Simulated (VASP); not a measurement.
Set up this calculation in VASP 6.6.1, as the native input.

```yaml
Task: single point
Functional: LDA
Potentials_or_basis: VASP PAW LDA potentials, release 64 (Te, Mo_sv)
Cutoff: 520 eV
k_mesh: 3 × 6 × 2
Occupations: fermi-dirac, width 0.05 eV
Spin: no spin polarisation
Hubbard_terms: Mo d U = 6.0 eV
Dipole_correction: no
k_mesh_for_the_DOS: 5 × 9 × 3
Occupations_for_the_DOS: tetrahedron
Further_INCAR_settings: ALGO = Normal; EDIFF = 1e-06; NBANDS = 64
```

Crystal: Te2Mo.

```xyz
12
Lattice="6.3300 0.0000 0.0000 0.0000 3.4690 0.0000 -0.9468 0.0000 13.8276" Properties=species:S:1:pos:R:3 pbc="T T T"
Te    5.4013    2.6018    8.3588
Te   -0.0181    0.8672    5.4688
Te    4.9099    0.8672   11.7728
Te    0.4733    2.6018    2.0548
Te    1.7550    2.6018   12.3826
Te    3.6282    0.8672    1.4450
Te    2.1916    0.8672    8.9658
Te    3.1917    2.6018    4.8618
Mo    4.2299    2.6018   13.7253
Mo    1.1533    0.8672    0.1023
Mo    3.8493    0.8672    6.8225
Mo    1.5339    2.6018    7.0051
```

One way to write it, as run:

POSCAR

```
Te2Mo
1.0
    6.3300000000      0.0000000000      0.0000000000
    0.0000000000      3.4690000000      0.0000000000
   -0.9467947088      0.0000000000     13.8276237937
Te Mo
8 4
Direct
    0.9437000000      0.7500000000      0.6045000000
    0.0563000000      0.2500000000      0.3955000000
    0.9030000000      0.2500000000      0.8514000000
    0.0970000000      0.7500000000      0.1486000000
    0.4112000000      0.7500000000      0.8955000000
    0.5888000000      0.2500000000      0.1045000000
    0.4432000000      0.2500000000      0.6484000000
    0.5568000000      0.7500000000      0.3516000000
    0.8167000000      0.7500000000      0.9926000000
    0.1833000000      0.2500000000      0.0074000000
    0.6819000000      0.2500000000      0.4934000000
    0.3181000000      0.7500000000      0.5066000000
```

INCAR.step1

```
SYSTEM = Te2Mo
PREC     = Accurate       ! precision mode
ENCUT    = 520            ! plane-wave cutoff, eV
EDIFF    = 1E-6           ! SCF threshold, eV
ISMEAR   = -1             ! smearing method
SIGMA    = 0.05           ! smearing width, eV
LREAL    = .False.        ! projectors in reciprocal space
LASPH    = .True.         ! aspherical terms in the spheres
NELM     = 150            ! most SCF steps
ALGO     = Normal         ! electronic algorithm
ISIF     = 2              ! what is computed and relaxed
LWAVE    = .False.        ! write WAVECAR
LCHARG   = .True.         ! write CHGCAR
LMAXMIX  = 4              ! l up to which the mixer works
LDAU     = .True.         ! DFT+U
LDAUTYPE = 2            
LDAUL    = -1 2           ! shell
LDAUU    = 0 6            ! U, eV
LDAUJ    = 0 0          
LDAUPRINT= 1            
GGA      = CA             ! functional
NBANDS   = 64             ! bands
KPAR     = 4
```

KPOINTS.step1

```
regular mesh
0
Gamma
  3 6 2
  0 0 0
```

INCAR.step2

```
SYSTEM = Te2Mo
PREC     = Accurate       ! precision mode
ENCUT    = 520            ! plane-wave cutoff, eV
EDIFF    = 1E-6           ! SCF threshold, eV
ISMEAR   = -5             ! smearing method
SIGMA    = 0.05           ! smearing width, eV
LREAL    = .False.        ! projectors in reciprocal space
LASPH    = .True.         ! aspherical terms in the spheres
NELM     = 150            ! most SCF steps
ALGO     = Normal         ! electronic algorithm
ISIF     = 2              ! what is computed and relaxed
LWAVE    = .False.        ! write WAVECAR
LCHARG   = .False.        ! write CHGCAR
LMAXMIX  = 4              ! l up to which the mixer works
LDAU     = .True.         ! DFT+U
LDAUTYPE = 2            
LDAUL    = -1 2           ! shell
LDAUU    = 0 6            ! U, eV
LDAUJ    = 0 0          
LDAUPRINT= 1            
GGA      = CA             ! functional
LORBIT   = 11             ! projections on sites
NBANDS   = 64             ! bands
NEDOS    = 2001           ! points of the DOS
ICHARG   = 11             ! starting density
KPAR     = 4
```

KPOINTS.step2

```
regular mesh
0
Gamma
  5 9 3
  0 0 0
```

Potentials or basis: VASP PAW LDA potentials, release 64 (Te, Mo_sv).

Launch:

```sh
$ cat potpaw_LDA.64/Te/POTCAR potpaw_LDA.64/Mo_sv/POTCAR > POTCAR
$ cp INCAR.step1 INCAR
$ cp KPOINTS.step1 KPOINTS
$ mpirun -np 4 vasp_std > vasp.out
$ cp INCAR.step2 INCAR
$ cp KPOINTS.step2 KPOINTS
$ mpirun -np 4 vasp_std > vasp.out
```

It gave:

The valence electrons inside the program's atomic spheres are Te 3.42, 3.44 (each value once); Mo 12.32.

Caveat: U without spin polarisation on a metal has little footing; the U is typed as a test and isn't derived for this compound.

Wall time 5.1 min on 4 MPI ranks on Intel(R) Xeon(R) Platinum 8259CL CPU @ 2.50GHz (Skylake/Cascade Lake), with other jobs on the host, peak memory 0.64 GiB a rank.
